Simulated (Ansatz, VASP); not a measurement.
## Two plane-wave programs on Be

Contents of INCAR:

```
ALGO = Normal
EDIFF = 1E-7
ENCUT = 520
GGA = PS
ISIF = 2
ISMEAR = 0
LASPH = True
LCHARG = False
LREAL = False
LWAVE = False
NBANDS = 12
NELM = 100
PREC = Accurate
SIGMA = 0.1
```

The input KPOINTS:

```
k-points
0
Gamma
  6 6 10
```

POSCAR

```
Be
1.0
    3.7961198385      0.0000000000      0.0000000000
    0.0000000000      3.7961198385      0.0000000000
    0.0000000000      0.0000000000      2.3113002847
Be
4
Direct
    0.2974080000      0.2974080000      0.0000000000
    0.7025920000      0.7025920000      0.0000000000
    0.2025920000      0.7974080000      0.5000000000
    0.7974080000      0.2025920000      0.5000000000
```

Input for Ansatz:

```yaml
crystal:
  lattice:
    - [3.7961198384650934, 0.0, 0.0]
    - [0.0, 3.7961198384650934, 0.0]
    - [0.0, 0.0, 2.311300284746894]
  atoms:
    - { symbol: Be, position: [0.297408, 0.297408, 0.0] }
    - { symbol: Be, position: [0.702592, 0.702592, 0.0] }
    - { symbol: Be, position: [0.202592, 0.797408, 0.5] }
    - { symbol: Be, position: [0.797408, 0.202592, 0.5] }
basis:
  ecutwfc: 450.0
kpoints:
  mp_grid:
    grid: [6, 6, 10]
hamiltonian:
  xc: pbesol
scf:
  occupations:
    method: gaussian
    width: 0.1
output:
  stress: true
```

Alike in both runs: task single point; functional PBEsol; k mesh 6 × 6 × 10; occupations gaussian, width 0.1 eV; no spin polarisation.

```csv
,VASP,Ansatz
version,VASP 6.6.1,Ansatz 0.2.0
potentials or method,"VASP PAW PBE potentials, release 64 (Be), cutoff 520 eV","plane waves, PAW"
valence electrons in the cell,8,8
```

|  | VASP | Ansatz | Ansatz less VASP |
| --- | --- | --- | --- |
| pressure (GPa) | -5.0 | -5.4 | -0.32 |
| traceless stress, the component that is largest in VASP (GPa) | 1.38 | 1.38 | +0.001 |

VASP's potentials were made for PBE, not for PBEsol.
